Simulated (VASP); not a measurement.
# Ti4C (P6/mmm) in VASP: relaxation of cell and atoms with PBE

Aim: the relaxation of cell and atoms of Ti4C with PBE.

Program: VASP 6.6.1. These are calculated values, not measurements. Logs are shortened: lines on timing, memory, paths and dates and some standing lists are left out, and cuts for length are marked.

### Step 1. The cell of the first run

The structure is hexagonal, space group P6/mmm (No. 191). The conventional cell has a = 4.954 Å, b = 4.954 Å, c = 3.909 Å, α = 90.00°, β = 90.00°, γ = 120.00°. Ti (site symmetry mmm) has 8 Ti at 2.48 to 3.16 Å and 2 C at 2.48 Å within 3.3 Å. Ti (site symmetry 6/mmm) has 2 C at 1.95 Å within 2.6 Å. C (site symmetry 6/mmm) has 8 Ti at 1.95 to 2.48 Å within 2.6 Å.

The cell was generated, and may not be a known phase.

### Step 2. Relaxation of cell and atoms, PBE

Contents of INCAR:

```
  PREC = Accurate
  ENCUT = 600
  EDIFF = 1E-6
  ISMEAR = 0
  SIGMA = 0.1
  LREAL = F
  LASPH = T
  NELM = 80
  ALGO = Normal
  ISIF = 3
  LWAVE = F
  LCHARG = F
  GGA = PE
  IBRION = 2
  NSW = 100
  EDIFFG = -0.01
```

Contents of KPOINTS:

```
regular mesh
0
Gamma
  12 12 10
```

Contents of POSCAR:

```
Ti4C
1.0
    4.9541689658      0.0000000000      0.0000000000
   -2.4770844829      4.2904361790      0.0000000000
    0.0000000000      0.0000000000      3.9086376132
Ti C
4 1
Direct
    0.5000000000      0.0000000000      0.5000000000
    0.0000000000      0.5000000000      0.5000000000
    0.5000000000      0.5000000000      0.5000000000
    0.0000000000      0.0000000000      0.0000000000
    0.0000000000      0.0000000000      0.5000000000
```

Potentials or basis: VASP PAW PBE potentials, release 64 (Ti_sv, C).

Command:

```
$ cat potpaw_PBE.64/Ti_sv/POTCAR potpaw_PBE.64/C/POTCAR > POTCAR
$ mpirun -np 1 vasp_std > vasp.out
```

OUTCAR:

```text
PREC = Accurate
   ENCUT = 600
   EDIFF = 1E-6
   ISMEAR = 0
   LREAL = F
   LASPH = T
   NELM = 80
   ISIF = 3
   GGA = PE
   IBRION = 2
   NSW = 100
   EDIFFG = -0.01

 ion  position               nearest neighbor table
   1  0.500  0.000  0.500-   2 2.48   3 2.48   3 2.48   2 2.48   5 2.48   5 2.48
   2  0.000  0.500  0.500-   1 2.48   5 2.48   5 2.48   1 2.48   3 2.48   3 2.48
   3  0.500  0.500  0.500-   1 2.48   5 2.48   1 2.48   5 2.48   2 2.48   2 2.48
   4  0.000  0.000  0.000-   5 1.95   5 1.95
   5  0.000  0.000  0.500-   4 1.95   4 1.95   2 2.48   3 2.48   2 2.48   3 2.48   1 2.48   1 2.48

  LATTYP: Found a hexagonal cell.
 ALAT       =     4.9541689658
 C/A-ratio  =     0.7889592866

  Lattice vectors:

 A1 = (   4.9541689658,   0.0000000000,   0.0000000000)
 A2 = (  -2.4770844829,   4.2904361790,   0.0000000000)
 A3 = (   0.0000000000,   0.0000000000,   3.9086376132)

Analysis of symmetry for initial positions (statically):
=====================================================================
 Subroutine PRICEL returns:
 Original cell was already a primitive cell.

 Routine SETGRP: Setting up the symmetry group for a
 hexagonal supercell.

 Subroutine GETGRP returns: Found 24 space group operations
 (whereof 24 operations were pure point group operations)
 out of a pool of 24 trial point group operations.

The static configuration has the point symmetry D_6h.

Analysis of symmetry for dynamics (positions and initial velocities):
=====================================================================
 Subroutine PRICEL returns:
 Original cell was already a primitive cell.

 Routine SETGRP: Setting up the symmetry group for a
 hexagonal supercell.

 Subroutine GETGRP returns: Found 24 space group operations
 (whereof 24 operations were pure point group operations)
 out of a pool of 24 trial point group operations.

The dynamic configuration has the point symmetry D_6h.

 Subroutine INISYM returns: Found 24 space group operations
 (whereof 24 operations are pure point group operations),
 and found     1 'primitive' translations

----------------------------------------------------------------------------------------

                                     Primitive cell

  volume of cell :      83.0802

  direct lattice vectors                    reciprocal lattice vectors
[... 96 lines left out ...]
   NSW    =    100    number of steps for IOM
   IBRION =      2    ionic relax: 0-MD 1-quasi-New 2-CG
   NFREE  =      1    steps in history (QN), initial steepest desc. (CG)
   ISIF   =      3    stress and relaxation
   ISYM   =      2    0-nonsym 1-usesym 2-fastsym
   POTIM  = 0.5000    time-step for ionic-motion
   TEBEG  =    0.0;   TEEND  =   0.0 temperature during run
   PSTRESS=    0.0 pullay stress
   NELECT =      52.0000    total number of electrons
   NUPDOWN=      -1.0000    fix difference up-down
   EMIN   =  10.00;   EMAX   =-10.00  energy-range for DOS
   EFERMI =   0.00;   METHOD = LEGACY
   ISMEAR =     0;   SIGMA  =   0.10  broadening in eV -4-tet -1-fermi 0-gaus
   EFERMI_NEDOS =   21; number of points for ismear=-14 and -15
   IALGO  =     38    algorithm
   IMIX   =      4    mixing-type and parameters
     AMIX     =   0.40;   BMIX     =  1.00
     AMIX_MAG =   1.60;   BMIX_MAG =  1.00
  volume/ion in A,a.u.               =      16.62       112.13
  Fermi-wavevector in a.u.,A,eV,Ry     =   1.400372  2.646319 26.681589  1.961041
  Thomas-Fermi vector in A             =   2.523339
   LORBIT       =      0    0 simple, 1 ext, 2 COOP (PROOUT), +10 PAW based schemes
   GGA     = PE    functional components
   LHFCALC =     F    Hartree Fock is set to
   AEXX    =    0.0000 exact exchange contribution
   IVDW    =     0    specifies the selected vdW correction
   LEPSILON=     F    determine dielectric tensor
   LRPA    =     F    only Hartree local field effects (RPA)
 conjugate gradient relaxation of ions
 non-spin polarized calculation
 Gauss-broadening in eV      SIGMA  =   0.10
  energy-cutoff  :      600.00
  volume of cell :       83.08
 maximum number of plane-waves:      2802
 NGX is ok and might be reduce to    40
   NGX = 19   NGY = 19   NGZ = 15

--------------------------------------- Ionic step        1  -------------------------------------------

 number of electron      52.0000005 magnetization

 Free energy of the ion-electron system (eV)
  ---------------------------------------------------
  ext. energy  EPLUGINS =         0.00000000
  ---------------------------------------------------
  free energy    TOTEN  =       -38.29231691 eV

  energy without entropy =      -38.25648544  energy(sigma->0) =      -38.27440117

------------------------ aborting loop because EDIFF is reached ----------------------------------------

  FORCE on cell =-STRESS in cart. coord.  units (eV):
  Direction    XX          YY          ZZ          XY          YZ          ZX
  --------------------------------------------------------------------------------------
  -------------------------------------------------------------------------------------
  Total       -0.3566979     -0.3566979      0.2079711     -0.0000000      0.0000000      0.0000000
  in kB       -6.8788122     -6.8788122      4.0106611     -0.0000000      0.0000000      0.0000000
  external PRESSURE =      -3.2489878 kB  Pullay stress =       0.0000000 kB
[... 182 lines left out ...]
--------------------------------------- Ionic step        6  -------------------------------------------

 number of electron      51.9999998 magnetization

 Free energy of the ion-electron system (eV)
  ---------------------------------------------------
  ext. energy  EPLUGINS =         0.00000000
  ---------------------------------------------------
  free energy    TOTEN  =       -38.29361700 eV

  energy without entropy =      -38.25886803  energy(sigma->0) =      -38.27624252

 E-fermi :   7.0732     XC(G=0): -10.9677

 val. band max:        7.0713622648   @ k =   0.4167   0.0000   0.3000
 cond. band min:       7.0766006134   @ k =   0.1667   0.1667   0.4000
 fundamental gap:      0.0052383486
 Fermi energy:         7.0732197129

 k-point     1 :       0.0000    0.0000    0.0000
  band No.  band energies     occupation
      1     -49.6966      2.00000
      2     -49.4600      2.00000
      3     -49.1035      2.00000
      4     -49.1035      2.00000
      5     -26.6666      2.00000
      6     -26.1811      2.00000
[... 805 lines left out ...]
     30       8.2097      0.00000
     31       8.7149      0.00000

 [... further k-points ...]
[... 5 lines left out ...]
  --------------------------------------------------------------------------------------
  -------------------------------------------------------------------------------------
  Total       -0.0181236     -0.0181236     -0.0334776      0.0000000      0.0000000      0.0000000
  in kB       -0.3505002     -0.3505002     -0.6474387      0.0000000      0.0000000      0.0000000
  external PRESSURE =      -0.4494797 kB  Pullay stress =       0.0000000 kB
[... 20 lines left out ...]
  FREE ENERGIE OF THE ION-ELECTRON SYSTEM (eV)
  ---------------------------------------------------
  free  energy   TOTEN  =       -38.2936170016 eV

  energy  without entropy=      -38.2588680302  energy(sigma->0) =      -38.27624252

 reached required accuracy - stopping structural energy minimisation
```

OSZICAR:

```text
N       E                     dE             d eps       ncg     rms          rms(c)
DAV:   1     0.715412673627E+03    0.71541E+03   -0.29236E+04  7068   0.223E+03
[... 51 lines left out ...]
DAV:   2    -0.382953349989E+02    0.71534E-04   -0.25141E-02 10202   0.132E+00    0.339E-01
DAV:   3    -0.382938182598E+02    0.15167E-02   -0.18946E-02  9315   0.102E+00    0.126E-01
DAV:   4    -0.382935835981E+02    0.23466E-03   -0.18702E-03 10137   0.331E-01    0.265E-02
DAV:   5    -0.382935951778E+02   -0.11580E-04   -0.17454E-04  9879   0.752E-02    0.200E-02
DAV:   6    -0.382936075083E+02   -0.12331E-04   -0.31804E-05 10036   0.298E-02    0.140E-02
DAV:   7    -0.382936170823E+02   -0.95740E-05   -0.28617E-05  9284   0.273E-02    0.600E-03
DAV:   8    -0.382936170016E+02    0.80769E-07   -0.43521E-06  6998   0.164E-02
   6 F= -.38293617E+02 E0= -.38276243E+02  d E =-.270443E-04
```

It took 8.8 min on 1 thread of Intel Xeon 6975P-C (Granite Rapids), shared host; peak memory 0.43 GiB.

Results:

```yaml
Free_energy: -38.2936 eV
Relaxed_volume: 16.57 Å³/atom
Relaxed_cell: a = 4.940 Å, b = 4.940 Å, c = 3.919 Å, α = 90.00°, β = 90.00°, γ = 120.00°
Space_group_after_relaxing_to_0.1_Å: P6/mmm (No. 191)
Energy_gained_by_relaxing: 0.3 meV/atom
Ionic_steps: 6
Pressure_after_relaxing: 0.0 GPa
Band_gap_on_the_k_mesh: zero (bands 26 and 27 overlap by 0.99 eV)
```

Step by step:
| step | energy change (eV) | largest force (eV/Å) | pressure (GPa) | volume (Å³) |
| --- | --- | --- | --- | --- |
| 1 | 0.0000 | 0.0000 | -0.32 | 83.08 |
| 2 | -0.0012 | 0.0000 | 0.13 | 82.67 |
| 3 | -0.0013 | 0.0000 | 0.12 | 82.72 |
| 4 | -0.0013 | 0.0000 | 0.11 | 82.73 |
| 5 | -0.0013 | 0.0000 | 0.10 | 82.74 |
| 6 | -0.0013 | 0.0000 | -0.04 | 82.84 |

Final structure:
```
Ti C
1.0
     4.94044    0.00000    0.00000
    -2.47022    4.27855    0.00000
     0.00000    0.00000    3.91926
Ti C
4 1
Direct
  0.50000 0.00000 0.50000
  0.00000 0.50000 0.50000
  0.50000 0.50000 0.50000
  0.00000 0.00000 0.00000
  0.00000 0.00000 0.50000
```

Levels at points of the mesh, in eV from the Fermi level:
```
           k point  band 24  band 25  band 26  band 27  band 28  band 29
(0.00, 0.00, 0.00)    -1.00    -0.87    -0.87    -0.25     0.24     0.24
(0.50, 0.00, 0.00)    -0.23    -0.12     0.25     0.32     0.40     0.62
(0.00, 0.00, 0.50)    -1.08    -1.08    -0.65    -0.65     0.58     0.58
(0.50, 0.00, 0.50)    -0.87     0.16     0.17     0.25     0.90     1.11
```
